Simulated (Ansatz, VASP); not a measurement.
One calculation of ScIn2Se2, two programs

```
Sc In Se
1.0
     3.80592    0.00000    0.00000
    -1.90296    3.29602    0.00000
     0.00000    0.00000   21.98671
Sc In Se
2 4 4
Cartesian
  0.0000 0.0000 0.0000
  0.0000 0.0000 10.9934
  1.9030 1.0987 18.0558
  0.0000 2.1973 3.9309
  0.0000 2.1973 7.0624
  1.9030 1.0987 14.9243
  1.9030 1.0987 9.4090
  0.0000 2.1973 12.5777
  0.0000 2.1973 20.4024
  1.9030 1.0987 1.5843
```

Change from the starting cell: species swapped into the CaGa2P2 type (P6_3/mmc, No. 194).

Alike in both runs: functional PBE; k mesh 5 × 5 × 1; occupations gaussian, width 0.2 eV; no spin polarisation.

Ansatz relaxed the structure, and its values are those at the end. VASP's run is a single point on that final structure, the one shown.

```csv
,VASP,Ansatz
version,VASP 6.6.1,Ansatz 0.2.0
potentials or method,"VASP PAW PBE potentials, release 64 (Sc_sv, In_d, Se), cutoff 520 eV","scalar-relativistic, plane waves, PAW"
valence electrons in the cell,98,138
```

```tsv
	VASP	Ansatz	Ansatz less VASP
gap on the k mesh at the Fermi level (eV)	none	none	-
pressure (GPa)	0.1	0.0	-0.07
rms of the force components (eV/Å)	0.005	0.008	+0.0031
```

A gap of «none» marks a metal or a gap that the smearing closes. The functional is the same, so the differences come from potentials, cutoffs and numerics. VASP's potentials hold 98 valence electrons a cell and Ansatz's 138, so a difference there can come from the potentials and not from the codes.

The k mesh is coarse, so the values compare programs but aren't converged.
